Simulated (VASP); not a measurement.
A run of VASP 6.6.1:

Contents of INCAR:

```
SYSTEM = BN
PREC = Accurate
ENCUT = 520
EDIFF = 1E-7
ISMEAR = 0
SIGMA = 0.05
LREAL = .FALSE.
LASPH = .TRUE.
NELM = 80
ALGO = Normal
ISIF = 2
LWAVE = .FALSE.
LCHARG = .FALSE.
GGA = PE
NBANDS = 11
```

The input KPOINTS:

```
Automatic mesh
0
G
  12 12 12
  0 0 0
```

Contents of POSCAR:

```
BN
1.0
    0.0000000000      1.9958829377      1.6637903782
    1.6637903782      0.0000000000      1.6637903782
    1.6637903782      1.9958829377      0.0000000000
B N
1 1
Direct
    0.0000000000      0.0000000000      0.0000000000
    0.7500000000      0.7500000000      0.7500000000
```

Potentials or basis: VASP PAW PBE potentials, release 64 (B, N).

Run with:

```bash
$ cat potpaw_PBE.64/B/POTCAR potpaw_PBE.64/N/POTCAR > POTCAR
$ mpirun -np 1 vasp_std > vasp.out
```

Hardware: 1 thread of Intel Xeon 8259CL, on a shared host.

Q: Estimate the wall time of this run.

A: It took 32 s on 1 thread of Intel Xeon 8259CL (shared host), peak memory 0.13 GiB. Counts: scf iterations 13, k points 163.
